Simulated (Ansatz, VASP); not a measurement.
## Sc4Al in VASP and in Ansatz

Contents of INCAR:

```
SYSTEM = Sc4Al
ALGO = Fast
EDIFF = 1E-6
EDIFFG = -0.04
ENCUT = 600
GGA = PE
IBRION = 2
ISIF = 3
ISMEAR = 0
LASPH = .True.
LCHARG = .False.
LREAL = .False.
LWAVE = .False.
NELM = 100
NSW = 90
PREC = Accurate
SIGMA = 0.1
```

KPOINTS

```
k-points
0
Gamma
  6 6 6
  0 0 0
```

POSCAR

```
Sc4Al
1.0
    2.3299256300      1.3451831900      4.7559407900
   -2.3299256300      1.3451831900      4.7559407900
    0.0000000000     -2.6903663800      4.7559407900
Sc Al
4 1
Direct
    0.7000000000      0.7000000000      0.7000000000
    0.1000000000      0.1000000000      0.1000000000
    0.9000000000      0.9000000000      0.9000000000
    0.3000000000      0.3000000000      0.3000000000
    0.5000000000      0.5000000000      0.5000000000
```

Input for Ansatz:

```yaml
crystal:
  lattice:
    - [2.32992563, 1.34518319, 4.75594079]
    - [-2.32992563, 1.34518319, 4.75594079]
    - [0.0, -2.69036638, 4.75594079]
  atoms:
    - { symbol: Sc, position: [0.7, 0.7, 0.7] }
    - { symbol: Sc, position: [0.1, 0.1, 0.1] }
    - { symbol: Sc, position: [0.9, 0.9, 0.9] }
    - { symbol: Sc, position: [0.3, 0.3, 0.3] }
    - { symbol: Al, position: [0.5, 0.5, 0.5] }
basis:
  ecutwfc: 420
kpoints:
  mp_grid: { grid: [6, 6, 6] }
hamiltonian:
  xc: pbe
scf:
  occupations: { method: gaussian, width: 0.1 }
  lower_state_search: "off"
output:
  forces: true
  stress: true
  eigenvalues: true
relax:
  adjacent_minimum: "off"
  f_tol: 0.04
  max_steps: 70
  cell: { stress_tol: 0.4 }
```

Alike in both runs: task relaxation of cell and atoms; functional PBE; k mesh 6 × 6 × 6; occupations gaussian, width 0.1 eV; no spin polarisation.

```csv
,VASP,Ansatz
version,VASP 6.6.1,Ansatz 0.2.0
potentials or method,"VASP PAW PBE potentials, release 64 (Sc_sv, Al), cutoff 600 eV","scalar-relativistic, plane waves, PAW"
valence electrons in the cell,47,47
```

Ansatz gave:

```
gap on the k mesh at the Fermi level, each at its own relaxed structure (eV)  : none
relaxed volume (Å³/atom)                                                      : 22.29
relaxed length of the cell vector where the two differ most in proportion (Å) : 5.988
```

Problem. Estimate VASP's values.

Solution. gap on the k mesh at the Fermi level, each at its own relaxed structure (eV): none; relaxed volume (Å³/atom): 22.37; relaxed length of the cell vector where the two differ most in proportion (Å): 5.996.

A gap of «none» marks a metal or a gap that the smearing closes.

Noted on VASP's run: the volume moved by over 15 % at a fixed basis, so the end points are rough.
